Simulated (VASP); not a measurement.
# SiNi (NiAs type) (P6_3/mmc) in VASP: a series of runs

Runs on SiNi (NiAs type). Level: PBE. Tasks: single point.

Program: VASP 6.6.1. These are calculated values, not measurements. Logs are shortened: lines on timing, memory, paths and dates and some standing lists are left out, and cuts for length are marked.

**1. The cell of the first run**

Symmetry: P6_3/mmc, No. 194, hexagonal system. The conventional cell has a = 3.353 Å, b = 3.353 Å, c = 4.653 Å, α = 90.00°, β = 90.00°, γ = 120.00°. Within 3.0 Å of Ni (site symmetry -3m) lie 6 Si at 2.26 Å and 2 Ni at 2.33 Å. Within 3.0 Å of Si (site symmetry -6m2) lie 6 Ni at 2.26 Å.

**2. Single point, PBE (volume scaled by 0.88)**

Contents of INCAR:

```
  PREC = Accurate
  ENCUT = 520
  EDIFF = 1E-6
  ISMEAR = -1
  SIGMA = 0.1
  LREAL = False
  LASPH = True
  NELM = 100
  ALGO = Normal
  ISIF = 2
  LWAVE = False
  LCHARG = False
  GGA = PE
  NBANDS = 22
```

Contents of KPOINTS:

```
Automatic mesh
0
Gamma
  11 11 6
```

Contents of POSCAR:

```
SiNi
1.0
    3.3530417022      0.0000000000      0.0000000000
   -1.6765208511      2.9038192940      0.0000000000
    0.0000000000      0.0000000000      4.6525610875
Ni Si
2 2
Direct
    0.0000000000      0.0000000000      0.0000000000
    0.0000000000      0.0000000000      0.5000000000
    0.3333333333      0.6666666667      0.2500000000
    0.6666666667      0.3333333333      0.7500000000
```

Potentials or basis: VASP PAW PBE potentials, release 64 (Ni, Si).

Command:

```sh
cat potpaw_PBE.64/Ni/POTCAR potpaw_PBE.64/Si/POTCAR > POTCAR
mpirun -np 1 vasp_std > vasp.out
```

OUTCAR:

```text
PREC = Accurate
   ENCUT = 520
   EDIFF = 1E-6
   ISMEAR = -1
   LREAL = False
   LASPH = True
   NELM = 100
   ISIF = 2
   GGA = PE

 ion  position               nearest neighbor table
   1  0.000  0.000  0.000-   3 2.26   4 2.26   3 2.26   4 2.26   4 2.26   3 2.26   2 2.33   2 2.33

   2  0.000  0.000  0.500-   3 2.26   4 2.26   3 2.26   4 2.26   4 2.26   3 2.26   1 2.33   1 2.33

   3  0.333  0.667  0.250-   1 2.26   2 2.26   1 2.26   2 2.26   1 2.26   2 2.26   4 3.03   4 3.03
                             4 3.03   4 3.03   4 3.03   4 3.03
   4  0.667  0.333  0.750-   1 2.26   2 2.26   1 2.26   2 2.26   1 2.26   2 2.26   3 3.03   3 3.03
                             3 3.03   3 3.03   3 3.03   3 3.03

  LATTYP: Found a hexagonal cell.
 ALAT       =     3.3530417022
 C/A-ratio  =     1.3875643373

  Lattice vectors:

 A1 = (   3.3530417022,   0.0000000000,   0.0000000000)
 A2 = (  -1.6765208511,   2.9038192940,   0.0000000000)
 A3 = (   0.0000000000,   0.0000000000,   4.6525610875)

Analysis of symmetry for initial positions (statically):
=====================================================================
 Subroutine PRICEL returns:
 Original cell was already a primitive cell.

 Routine SETGRP: Setting up the symmetry group for a
 hexagonal supercell.

 Subroutine GETGRP returns: Found 24 space group operations
 (whereof 12 operations were pure point group operations)
 out of a pool of 24 trial point group operations.

The static configuration has the point symmetry D_3d.
 The point group associated with its full space group is D_6h.

Analysis of symmetry for dynamics (positions and initial velocities):
=====================================================================
 Subroutine PRICEL returns:
 Original cell was already a primitive cell.

 Routine SETGRP: Setting up the symmetry group for a
 hexagonal supercell.

 Subroutine GETGRP returns: Found 24 space group operations
 (whereof 12 operations were pure point group operations)
 out of a pool of 24 trial point group operations.

The dynamic configuration has the point symmetry D_3d.
 The point group associated with its full space group is D_6h.

 Subroutine INISYM returns: Found 24 space group operations
 (whereof 12 operations are pure point group operations),
 and found     1 'primitive' translations

----------------------------------------------------------------------------------------

                                     Primitive cell

  volume of cell :      45.3003

  direct lattice vectors                    reciprocal lattice vectors
     3.353041702  0.000000000  0.000000000     0.298236672  0.172187023  0.000000000
    -1.676520851  2.903819294  0.000000000     0.000000000  0.344374046  0.000000000
     0.000000000  0.000000000  4.652561087     0.000000000  0.000000000  0.214935383

  length of vectors
     3.353041702  3.353041702  4.652561087     0.344374046  0.344374046  0.214935383

  position of ions in fractional coordinates (direct lattice)
     0.000000000  0.000000000  0.000000000
     0.000000000  0.000000000  0.500000000
     0.333333333  0.666666667  0.250000000
     0.666666667  0.333333333  0.750000000

  ion indices of the primitive-cell ions
   primitive index   ion index
                 1           1
                 2           2
                 3           3
                 4           4

----------------------------------------------------------------------------------------

 KPOINTS: Automatic mesh

Automatic generation of k-mesh.
 Grid dimensions read from file:
 generate k-points for:   11   11    6

 Generating k-lattice:

  Cartesian coordinates                     Fractional coordinates (reciprocal lattice)
     0.027112425  0.015653366  0.000000000     0.090909091  0.000000000  0.000000000
     0.000000000  0.031306731  0.000000000     0.000000000  0.090909091  0.000000000
     0.000000000  0.000000000  0.035822564     0.000000000  0.000000000  0.166666667

  Length of vectors
     0.031306731  0.031306731  0.035822564

  Shift w.r.t. Gamma in fractional coordinates (k-lattice)
     0.000000000  0.000000000  0.000000000

 Subroutine IBZKPT returns following result:
 ===========================================

 Found     64 irreducible k-points:

 Following reciprocal coordinates:
            Coordinates               Weight
  0.000000  0.000000  0.000000      1.000000
  0.090909  0.000000  0.000000      6.000000
  0.181818  0.000000  0.000000      6.000000
  0.272727  0.000000  0.000000      6.000000
  0.363636  0.000000  0.000000      6.000000
  0.454545  0.000000  0.000000      6.000000
[... 16 lines left out ...]
  0.090909  0.090909  0.166667     12.000000
  0.181818  0.090909  0.166667     24.000000
 [... further k-points ...]
   k-points           NKPTS =     64   k-points in BZ     NKDIM =     64   number of bands    NBANDS=     22
   number of dos      NEDOS =    301   number of ions     NIONS =      4
   total plane-waves  NPLWV =  28224
   dimension x,y,z NGX =    28 NGY =   28 NGZ =   36
   dimension x,y,z NGXF=    56 NGYF=   56 NGZF=   72
   ions per type =               2   2
   NGX,Y,Z   is equivalent  to a cutoff of  13.88, 13.88, 12.86 a.u.
   NGXF,Y,Z  is equivalent  to a cutoff of  27.77, 27.77, 25.73 a.u.
 SYSTEM =  unknown system
   PREC   = accura    normal or accurate (medium, high low for compatibility)
   ISTART =      0    job   : 0-new  1-cont  2-samecut
   ICHARG =      2    charge: 1-file 2-atom 10-const
   ISPIN  =      1    spin polarized calculation?
   LNONCOLLINEAR =      F non collinear calculations
   LSORBIT =      F    spin-orbit coupling
   LASPH  =      T    aspherical Exc in radial PAW
   ENCUT  =  520.0 eV  38.22 Ry    6.18 a.u.   6.23  6.23  8.65*2*pi/ulx,y,z
   NELM   =    100;   NELMIN=  2; NELMDL= -5     # of ELM steps
   EDIFF  = 0.1E-05   stopping-criterion for ELM
   LREAL  =      F    real-space projection
   EDIFFG = 0.1E-04   stopping-criterion for IOM
   NSW    =      0    number of steps for IOM
   IBRION =     -1    ionic relax: 0-MD 1-quasi-New 2-CG
   NFREE  =      0    steps in history (QN), initial steepest desc. (CG)
   ISIF   =      2    stress and relaxation
   ISYM   =      2    0-nonsym 1-usesym 2-fastsym
   POTIM  = 0.5000    time-step for ionic-motion
   TEBEG  =    0.0;   TEEND  =   0.0 temperature during run
   PSTRESS=    0.0 pullay stress
   NELECT =      28.0000    total number of electrons
   NUPDOWN=      -1.0000    fix difference up-down
   EMIN   =  10.00;   EMAX   =-10.00  energy-range for DOS
   EFERMI =   0.00;   METHOD = LEGACY
   ISMEAR =    -1;   SIGMA  =   0.10  broadening in eV -4-tet -1-fermi 0-gaus
   EFERMI_NEDOS =   21; number of points for ismear=-14 and -15
   IALGO  =     38    algorithm
   IMIX   =      4    mixing-type and parameters
     AMIX     =   0.40;   BMIX     =  1.00
     AMIX_MAG =   1.60;   BMIX_MAG =  1.00
  volume/ion in A,a.u.               =      11.33        76.43
  Fermi-wavevector in a.u.,A,eV,Ry     =   1.394528  2.635276 26.459371  1.944709
  Thomas-Fermi vector in A             =   2.518069
   LORBIT       =      0    0 simple, 1 ext, 2 COOP (PROOUT), +10 PAW based schemes
   GGA     = PE    functional components
   LHFCALC =     F    Hartree Fock is set to
   AEXX    =    0.0000 exact exchange contribution
   IVDW    =     0    specifies the selected vdW correction
   LEPSILON=     F    determine dielectric tensor
   LRPA    =     F    only Hartree local field effects (RPA)
 non-spin polarized calculation
  energy-cutoff  :      520.00
  volume of cell :       45.30
 maximum number of plane-waves:      1242
 NGX is ok and might be reduce to    28
   NGX = 13   NGY = 13   NGZ = 17

 number of electron      28.0000007 magnetization

 Free energy of the ion-electron system (eV)
  ---------------------------------------------------
  ext. energy  EPLUGINS =         0.00000000
  ---------------------------------------------------
  free energy    TOTEN  =       -22.96212200 eV

  energy without entropy =      -22.90979881  energy(sigma->0) =      -22.93596041

 E-fermi :  11.1725     XC(G=0): -12.5026

 val. band max:       11.1272834420   @ k =   0.1818   0.1818   0.5000
 cond. band min:      11.2161504750   @ k =   0.2727   0.2727   0.3333
 fundamental gap:      0.0888670330
 Fermi energy:        11.1725086059

 k-point     1 :       0.0000    0.0000    0.0000
  band No.  band energies     occupation
      1      -2.0137      2.00000
      2       4.1733      2.00000
      3       4.2979      2.00000
      4       6.4715      2.00000
      5       6.4715      2.00000
      6       6.7016      2.00000
[... 14 lines left out ...]
     21      19.4594      0.00000
     22      22.0756      0.00000

 k-point     2 :       0.0909    0.0000    0.0000
  band No.  band energies     occupation
      1      -1.8681      2.00000
      2       4.1521      2.00000
      3       4.4411      2.00000
      4       6.4947      2.00000
      5       6.5200      2.00000
      6       6.6892      2.00000
[... 14 lines left out ...]
     21      19.7099      0.00000
     22      21.2994      0.00000

 k-point     3 :       0.1818    0.0000    0.0000
  band No.  band energies     occupation
      1      -1.4352      2.00000
      2       4.0847      2.00000
      3       4.8615      2.00000
      4       6.4769      2.00000
      5       6.5413      2.00000
      6       6.6697      2.00000
[... 14 lines left out ...]
     21      20.3863      0.00000
     22      20.5659      0.00000
[... 476 lines left out ...]
 k-point    23 :       0.0909    0.0909    0.1667
  band No.  band energies     occupation
      1      -1.3905      2.00000
      2       2.7795      2.00000
      3       5.7665      2.00000
      4       6.6145      2.00000
      5       6.7782      2.00000
      6       6.8277      2.00000
[... 14 lines left out ...]
     21      20.0975      0.00000
     22      20.7226      0.00000

 k-point    24 :       0.1818    0.0909    0.1667
  band No.  band energies     occupation
      1      -0.8246      2.00000
      2       3.0989      2.00000
      3       5.6407      2.00000
      4       6.5732      2.00000
      5       6.6161      2.00000
      6       6.8078      2.00000
[... 14 lines left out ...]
     21      20.1652      0.00000
     22      20.4930      0.00000

 [... further k-points ...]
[... 5 lines left out ...]
  --------------------------------------------------------------------------------------
  -------------------------------------------------------------------------------------
  Total        7.7745587      7.7745587      7.8578225      0.0000000      0.0000000     -0.0000000
  in kB      274.9702461    274.9702461    277.9151173      0.0000000      0.0000000     -0.0000000
  external PRESSURE =     275.9518698 kB  Pullay stress =       0.0000000 kB

 VOLUME and BASIS-vectors are now :
 -----------------------------------------------------------------------------
  energy-cutoff  :      520.00
  volume of cell :       45.30
      direct lattice vectors                 reciprocal lattice vectors
     3.353041702  0.000000000  0.000000000     0.298236672  0.172187023  0.000000000
    -1.676520851  2.903819294  0.000000000     0.000000000  0.344374046  0.000000000
     0.000000000  0.000000000  4.652561087     0.000000000  0.000000000  0.214935383

 POSITION                                       TOTAL-FORCE (eV/Angst)
 -----------------------------------------------------------------------------------
      0.00000      0.00000      0.00000         0.000000      0.000000     -0.000000
      0.00000      0.00000      2.32628         0.000000      0.000000     -0.000000
     -0.00000      1.93588      1.16314        -0.000000      0.000000      0.000000
      1.67652      0.96794      3.48942         0.000000     -0.000000      0.000000
 -----------------------------------------------------------------------------------
    total drift:                               -0.000000      0.000000      0.000000

  FREE ENERGIE OF THE ION-ELECTRON SYSTEM (eV)
  ---------------------------------------------------
  free  energy   TOTEN  =       -22.9621220009 eV

  energy  without entropy=      -22.9097988094  energy(sigma->0) =      -22.93596041
```

Wall time 41 s (1 thread of AMD EPYC 9R45 (Zen 5), shared host); peak memory 0.17 GiB.

What came out:

```
Free energy            : -22.9621 eV
Pressure               : 27.6 GPa
Band gap on the k mesh : zero (band 14 reaches 15.14 eV, above the bottom of band 15 at 9.56 eV)
```

(Continued in part 2 of 2.)
